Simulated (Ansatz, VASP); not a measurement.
AgBr in VASP and in Ansatz

```
Ag Br
1.0
     0.00000    2.86668    2.86668
     2.86668    0.00000    2.86668
     2.86668    2.86668    0.00000
Ag Br
1 1
Cartesian
  2.8667 2.8667 2.8667
  0.0000 0.0000 0.0000
```

Change from the starting cell: volume scaled by 0.98.

Alike in both runs: task single point; functional PBEsol; k mesh 7 × 7 × 7; occupations fermi-dirac, width 0.02 eV; no spin polarisation.

|  | VASP | Ansatz |
| --- | --- | --- |
| version | VASP 6.6.1 | Ansatz 0.2.0 |
| potentials or method | VASP PAW PBE potentials, release 64 (Ag, Br), cutoff 500 eV | all-electron LAPW, scalar-relativistic |

```csv
,VASP,Ansatz,Ansatz less VASP
pressure (GPa),-1.5,-1.5,+0.03
```

VASP's potentials were made for PBE, not for PBEsol. Ansatz ran all-electron here, and VASP with PAW potentials.
